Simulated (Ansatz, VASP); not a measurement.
**GaN: VASP beside Ansatz**

Contents of INCAR:

```
  ALGO = Normal
  EDIFF = 1E-6
  ENCUT = 600
  GGA = PE
  GGA_COMPAT = F
  ISIF = 2
  ISMEAR = 0
  LASPH = T
  LCHARG = T
  LELF = T
  LREAL = F
  LVHAR = T
  LWAVE = F
  NBANDS = 16
  NELM = 120
  PREC = Accurate
  SIGMA = 0.02
```

KPOINTS

```
k-points
0
Gamma
  10 10 10
```

The input POSCAR:

```
GaN
1.0
    0.0000000000      2.2742865080      2.2742865080
    2.2742865080      0.0000000000      2.2742865080
    2.2742865080      2.2742865080      0.0000000000
Ga N
1 1
Direct
    0.7500000000      0.7500000000      0.7500000000
    0.0000000000      0.0000000000      0.0000000000
```

Input for Ansatz:

```yaml
crystal:
  lattice:
    - [0.0, 2.274286508, 2.274286508]
    - [2.274286508, 0.0, 2.274286508]
    - [2.274286508, 2.274286508, 0.0]
  atoms:
    - { symbol: Ga, position: [0.75, 0.75, 0.75] }
    - { symbol: "N", position: [0.0, 0.0, 0.0] }
basis:
  ecutwfc: 420
kpoints:
  mp_grid: { grid: [10, 10, 10] }
  band_path: { path: [VBM, CBM], npoints: 2 }
hamiltonian:
  xc: pbe
scf:
  occupations: { method: gaussian, width: 0.02 }
output:
  forces: true
  stress: true
  eigenvalues: true
checkpoint:
  read: start.run
  write: ck
  compress: false
  write_wavefunctions: false
  write_every: 100000
```

Alike in both runs: task single point; functional PBE; k mesh 10 × 10 × 10; occupations gaussian, width 0.02 eV; no spin polarisation.

|  | VASP | Ansatz |
| --- | --- | --- |
| version | VASP 6.6.1 | Ansatz 0.2.0 |
| potentials or method | VASP PAW PBE potentials, release 64 (Ga_d, N), cutoff 600 eV | scalar-relativistic, plane waves, PAW |
| valence electrons in the cell | 18 | 18 |

|  | VASP | Ansatz | Ansatz less VASP |
| --- | --- | --- | --- |
| gap on the k mesh at the Fermi level (eV) | 1.55 | 1.54 | -0.006 |
| least direct gap on the mesh (eV) | 1.55 | 1.54 | -0.006 |
| pressure (GPa) | -0.1 | 0.0 | +0.05 |

With one functional, cell and mesh, what is left measures potentials, basis and numerics.
